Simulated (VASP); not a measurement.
Runs of VASP 6.6.1 on Ti3Al (vib). The structure is that of space group P6_3/mmc (No. 194), or close to it. The cells are those of the table. 

```tsv
task	cell	k mesh	cutoff (eV)	smearing	gap on the mesh (eV)	pressure (GPa)	largest force (eV/Å)
single point	a = 5.768, b = 5.768, c = 4.642 Å, angles 90.0, 90.0, 120.0°, 8 atoms	6 × 6 × 4	520	gaussian 0.1 eV	none	(a)	0.22
single point	a = 5.626, b = 5.626, c = 4.565 Å, angles 90.0, 90.0, 120.0°, 8 atoms	6 × 6 × 6	520	fermi-dirac 0.15 eV	none	0.1	0.01
single point	a = 5.616, b = 5.616, c = 4.566 Å, angles 90.0, 90.0, 120.0°, 8 atoms	6 × 6 × 6	520	gaussian 0.1 eV	none	0.1	0.01
relaxation of cell and atoms	relaxed from a = 5.616, b = 5.616, c = 4.566 Å, angles 90.0, 90.0, 120.0°, 8 atoms	6 × 6 × 6	600	fermi-dirac 0.15 eV	none	0.0	-
```

Alike in all rows: level LDA; potentials or basis VASP PAW LDA potentials, release 64 (Ti_sv, Al); no spin polarisation.

Fill in the values left out.

(a) -7.7.

A gap of «none» marks levels without a gap at the run's occupations.
